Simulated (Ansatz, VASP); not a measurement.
**C in VASP and in Ansatz**

```xyz
4
Lattice="3.0536 0.0000 0.0000 -1.5268 2.6445 0.0000 0.0000 0.0000 5.1955" Properties=species:S:1:pos:R:3 pbc="T T T"
C     1.5268    0.8815    0.3032
C     0.0000    1.7630    2.9009
C     1.5268    0.8815    2.2946
C     0.0000    1.7630    4.8923
```

Alike in both runs: task single point; functional PBE; k mesh 12 × 12 × 6; occupations gaussian, width 0.02 eV; no spin polarisation.

```csv
,VASP,Ansatz
version,VASP 6.6.1,Ansatz 0.2.0
potentials or method,"VASP PAW PBE potentials, release 64 (C)","scalar-relativistic, plane waves, PAW"
plane-wave cutoff (eV),520,420
valence electrons in the cell,16,16
```

|  | VASP | Ansatz | Ansatz less VASP |
| --- | --- | --- | --- |
| gap on the k mesh at the Fermi level (eV) | 1.56 | 1.55 | -0.006 |
| rms of the force components (eV/Å) | 0.149 | 0.149 | +0.0003 |

Atom by atom the forces differ by 0.000 eV/Å (rms over components). The functional is the same, so the differences come from potentials, cutoffs and numerics.
